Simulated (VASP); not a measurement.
Input of a VASP 6.6.1 run:

The input INCAR:

```
PREC     = Accurate       # precision mode
ENCUT    = 520            # plane-wave cutoff, eV
EDIFF    = 1E-6           # SCF threshold, eV
ISMEAR   = 0              # smearing method
SIGMA    = 0.1            # smearing width, eV
LREAL    = False          # projectors in reciprocal space
LASPH    = True           # aspherical terms in the spheres
NELM     = 150            # most SCF steps
ALGO     = Normal         # electronic algorithm
ISIF     = 2              # what is computed and relaxed
LWAVE    = False          # write WAVECAR
LCHARG   = False          # write CHGCAR
ISPIN    = 2              # spin polarisation
MAGMOM   = 1 1 0          # initial moments
LORBIT   = 11             # projections on sites
LMAXMIX  = 4              # l up to which the mixer works
GGA      = PS             # functional
NBANDS   = 24             # bands
```

KPOINTS

```
regular mesh
0
Gamma
  6 6 4
```

File POSCAR:

```
Ta2N
1.0
    3.1128615060      0.0000000000      0.0000000000
   -1.5564307530      2.6958171426      0.0000000000
    0.0000000000      0.0000000000      4.8698410000
Ta N
2 1
Direct
    0.6666666700      0.3333333300      0.7452890000
    0.3333333300      0.6666666700      0.2547110000
    0.0000000000      0.0000000000      0.0000000000
```

Potentials or basis: VASP PAW PBE potentials, release 64 (Ta_pv, N).

The run is started by

```bash
$ cat potpaw_PBE.64/Ta_pv/POTCAR potpaw_PBE.64/N/POTCAR > POTCAR
$ mpirun -np 1 vasp_std > vasp.out
```

(1) What does it give for the largest force?

(2) Predict the pressure.

(3) Predict the net moment.

Results:

(1) 0.504 eV/Å.

(2) -8.6 GPa.

(3) 0.00 μB per cell.

Caveat: the k points lie up to 0.39 Å⁻¹ apart; the PAW data sets were made with another functional, which shifts forces and pressure a little.
